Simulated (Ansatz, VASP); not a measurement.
Na: VASP beside Ansatz

```xyz
2
Lattice="3.7670 0.0000 0.0000 -1.8835 3.2623 0.0000 0.0000 0.0000 6.1540" Properties=species:S:1:pos:R:3 pbc="T T T"
Na    0.0800    2.1749    1.5385
Na    1.8835    1.0874    4.6155
```

Alike in both runs: task single point; functional PBE; k mesh 11 × 11 × 6; occupations fermi-dirac, width 0.05 eV; no spin polarisation.

```csv
,VASP,Ansatz
version,VASP 6.6.1,Ansatz 0.2.0
potentials or method,"VASP PAW PBE potentials, release 64 (Na_pv), cutoff 520 eV","all-electron LAPW, scalar-relativistic"
```

|  | VASP | Ansatz | Ansatz less VASP |
| --- | --- | --- | --- |
| pressure (GPa) | -0.1 | -0.1 | +0.01 |
| traceless stress, the component that is largest in VASP (GPa) | 0.19 | 0.19 | -0.002 |
| rms of the force components (eV/Å) | 0.006 | 0.006 | -0.0001 |

Atom by atom the forces differ by 0.000 eV/Å (rms over components). Ansatz ran all-electron here, and VASP with PAW potentials.
